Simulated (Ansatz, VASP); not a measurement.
# ZnSe: VASP beside Ansatz

File INCAR:

```
PREC = Accurate
ENCUT = 520
EDIFF = 1E-6
ISMEAR = 0
SIGMA = 0.05
LREAL = False
LASPH = True
NELM = 60
ALGO = Normal
ISIF = 2
LWAVE = False
LCHARG = False
GGA = CA
NBANDS = 16
```

Contents of KPOINTS:

```
regular mesh
0
Gamma
  8 8 8
```

Contents of POSCAR:

```
ZnSe
1.0
    0.0000000000      2.5539618641      2.8984335596
    2.8984335596      0.0000000000      2.8984335596
    2.8984335596      2.5539618641      0.0000000000
Zn Se
1 1
Direct
    0.0000000000      0.0000000000      0.0000000000
    0.7500000000      0.7500000000      0.7500000000
```

Input for Ansatz:

```yaml
crystal:
  lattice:
    - [0.0, 2.5539618641, 2.8984335596]
    - [2.8984335596, 0.0, 2.8984335596]
    - [2.8984335596, 2.5539618641, 0.0]
  atoms:
    - { symbol: Zn, position: [0.0, 0.0, 0.0] }
    - { symbol: Se, position: [0.75, 0.75, 0.75] }
basis:
  ecutwfc: 520.0
kpoints:
  mp_grid: { grid: [8, 8, 8] }
hamiltonian:
  xc: lda
  pseudopotentials: { kind: paw, azcp: { folder: soft_1 } }
scf:
  occupations: { method: gaussian, width: 0.05 }
output:
  forces: true
  stress: true
  eigenvalues: true
```

Change from the starting cell: strain +e along x and -e along y +0.0000, strain +e along z and -e/2 along x and y -0.0825.

Alike in both runs: task single point; functional LDA; k mesh 8 × 8 × 8; occupations gaussian, width 0.05 eV; no spin polarisation.

```csv
,VASP,Ansatz
version,VASP 6.6.1,Ansatz 0.2.0
potentials or method,"VASP PAW LDA potentials, release 64 (Zn, Se), cutoff 520 eV","scalar-relativistic, plane waves, PAW"
valence electrons in the cell,18,28
```

```tsv
	VASP	Ansatz	Ansatz less VASP
gap on the k mesh at the Fermi level (eV)	1.02	0.98	-0.044
least direct gap on the mesh (eV)	1.02	0.98	-0.044
pressure (GPa)	0.4	0.0	-0.38
traceless stress, the component that is largest in VASP (GPa)	2.47	2.51	+0.037
```

Ansatz warns that its potentials were made for another functional, while VASP's fit it. LDA's correlation is that of Perdew and Zunger in VASP and of Perdew and Wang (1992) in Ansatz. VASP's potentials hold 18 valence electrons a cell and Ansatz's 28, so a difference there can come from the potentials and not from the codes.
